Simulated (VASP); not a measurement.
Wanted: the native input for a VASP 6.6.1 run.

* Task: single point
* Functional: PBEsol
* Potentials or basis: VASP PAW PBE potentials, release 64 (S, Se, Mg)
* Cutoff: 500 eV
* k mesh: 1 × 1 × 1, shifted
* Occupations: fermi-dirac, width 0.05 eV
* Spin: no spin polarisation
* Dipole correction: no
* Further INCAR settings: LREAL = Auto; ALGO = Normal; EDIFF = 1e-06; NBANDS = 166; ISYM = -1

The structure of Mg8Se3S5 lies in POSCAR:

```
Mg8Se3S5
1.0
   10.5733668969      0.0000000000      0.0000000000
    0.0000000000     10.5733668969      0.0000000000
    0.0000000000      0.0000000000     10.5733668969
S Se Mg
20 12 32
Direct
    0.2490570000      0.9999810000      0.0026840000
    0.2498060000      0.9994720000      0.4973100000
    0.2489500000      0.5000600000      0.0026930000
    0.2495710000      0.5012810000      0.4971410000
    0.7499460000      0.9984500000      0.4980510000
    0.7500300000      0.5022590000      0.4979390000
    0.0015110000      0.2490970000      0.0028670000
    0.9999430000      0.2493830000      0.4973910000
    0.0007210000      0.7510120000      0.0018740000
    0.9992890000      0.7511790000      0.4981760000
    0.5003930000      0.7510770000      0.4980220000
    0.0003880000      0.9999080000      0.2508340000
    0.4986140000      0.9991910000      0.2517440000
    0.4996410000      0.9981110000      0.7477310000
    0.4989290000      0.5007600000      0.2515270000
    0.2490620000      0.2491970000      0.2503460000
    0.2496650000      0.7509520000      0.2507530000
    0.7506200000      0.2489400000      0.2516780000
    0.7495190000      0.7509570000      0.2522690000
    0.7499170000      0.7511060000      0.7467930000
    0.7499620000      0.9994630000      0.0010550000
    0.7502200000      0.5006630000      0.0005740000
    0.4987930000      0.2494730000      0.0019940000
    0.4998340000      0.2499800000      0.4983570000
    0.4993840000      0.7506190000      0.0010460000
    0.9997510000      0.9994700000      0.7492740000
    0.9998590000      0.5000930000      0.2502560000
    0.9998350000      0.5006430000      0.7492160000
    0.4998700000      0.5011420000      0.7486020000
    0.2494730000      0.2495980000      0.7502860000
    0.2496810000      0.7506940000      0.7494490000
    0.7506100000      0.2497140000      0.7485300000
    0.0061500000      0.9997600000      0.0055700000
    0.0014790000      0.9990300000      0.4946740000
    0.0063820000      0.5002250000      0.0015510000
    0.0013130000      0.5015710000      0.4978600000
    0.4926870000      0.9990750000      0.0028630000
    0.4982260000      0.9952650000      0.4974100000
    0.4925820000      0.5010320000      0.0057380000
    0.4978090000      0.5059270000      0.4948200000
    0.2424710000      0.2499050000      0.0081450000
    0.2430880000      0.2502730000      0.4925700000
    0.2432370000      0.7499220000      0.0068410000
    0.2469330000      0.7503880000      0.4935350000
    0.7585290000      0.2500830000      0.0074080000
    0.7565560000      0.2505530000      0.4936540000
    0.7569890000      0.7500270000      0.0027510000
    0.7525350000      0.7505000000      0.4970180000
    0.2518090000      0.9997980000      0.2514020000
    0.2552190000      0.9992490000      0.7481970000
    0.2548410000      0.5001730000      0.2513700000
    0.2517960000      0.5010470000      0.7479830000
    0.7467280000      0.9988380000      0.2559710000
    0.7440280000      0.9950400000      0.7425410000
    0.7438400000      0.5015960000      0.2558270000
    0.7478860000      0.5058900000      0.7422370000
    0.9996470000      0.2445450000      0.2504020000
    0.9991000000      0.2480870000      0.7500750000
    0.9983620000      0.7554640000      0.2512450000
    0.9942520000      0.7519140000      0.7485530000
    0.5004070000      0.2472510000      0.2509420000
    0.5011590000      0.2435460000      0.7493150000
    0.5010160000      0.7525290000      0.2547530000
    0.5053280000      0.7550910000      0.7440950000
```

These files were run (other wordings do the same):

INCAR

```
SYSTEM = Mg8Se3S5
PREC = Accurate
ENCUT = 500
EDIFF = 1E-6
ISMEAR = -1
SIGMA = 0.05
LREAL = Auto
LASPH = .TRUE.
NELM = 120
ALGO = Normal
ISIF = 2
LWAVE = .FALSE.
LCHARG = .TRUE.
GGA = PS
LELF = .TRUE.
LVHAR = .TRUE.
NBANDS = 166
ISYM = -1
GGA_COMPAT = .FALSE.
```

KPOINTS

```
explicit points
1
Reciprocal
  0.25000000   0.25000000   0.25000000 1
```

Potentials or basis: VASP PAW PBE potentials, release 64 (S, Se, Mg).

The run is started by

```sh
$ cat potpaw_PBE.64/S/POTCAR potpaw_PBE.64/Se/POTCAR potpaw_PBE.64/Mg/POTCAR > POTCAR
$ mpirun -np 1 vasp_std > vasp.out
```

It gave:

- Pressure: -0.1 GPa
- Largest force: 0.017 eV/Å
- Band gap on the k mesh: 2.94 eV

Caveat: the PAW data sets were made with another functional, which shifts forces and pressure a little; a shifted mesh leaves out Γ, where band edges can lie.

Wall time 5.4 min on 1 thread of AMD EPYC 9R45 96-Core Processor (Zen 5), with other jobs on the host, peak memory 0.97 GiB.
